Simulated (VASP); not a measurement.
Runs of VASP 6.6.1 on Ga. The structure is that of space group Pm-3m (No. 221), or close to it. The cells are those of the table. This isn't the form of Ga at room conditions, which is orthorhombic.

```csv
cell,k mesh,gap on the mesh (eV),pressure (GPa)
"a = 2.683 Å, 1 atom",40 × 40 × 40,none,2.2
"a = 2.774 Å, 1 atom",20 × 20 × 20,none,-2.3
"a = 2.702 Å, 1 atom",20 × 20 × 20,none,(b)
"a = 2.665 Å, 1 atom",40 × 40 × 40,none,3.4
"a = 2.683 Å, 1 atom",20 × 20 × 20,none,2.0
"a = 2.720 Å, 1 atom",20 × 20 × 20,none,-0.1
"a = 2.665 Å, 1 atom",20 × 20 × 20,none,(a)
```

Alike in all rows: task single point; level PBE; potentials or basis VASP PAW PBE potentials, release 64 (Ga_d); no spin polarisation; cutoff (eV) 520; smearing fermi-dirac 0.0612256 eV.

Q: Estimate the missing entries.

A: (a) 3.3; (b) 0.9.

Caveats: the cell stands under pressure (at least some runs).

A k mesh can miss the band edges, and the runs leave out spin-orbit coupling on Ga.

A gap of «none» marks levels without a gap at the run's occupations.
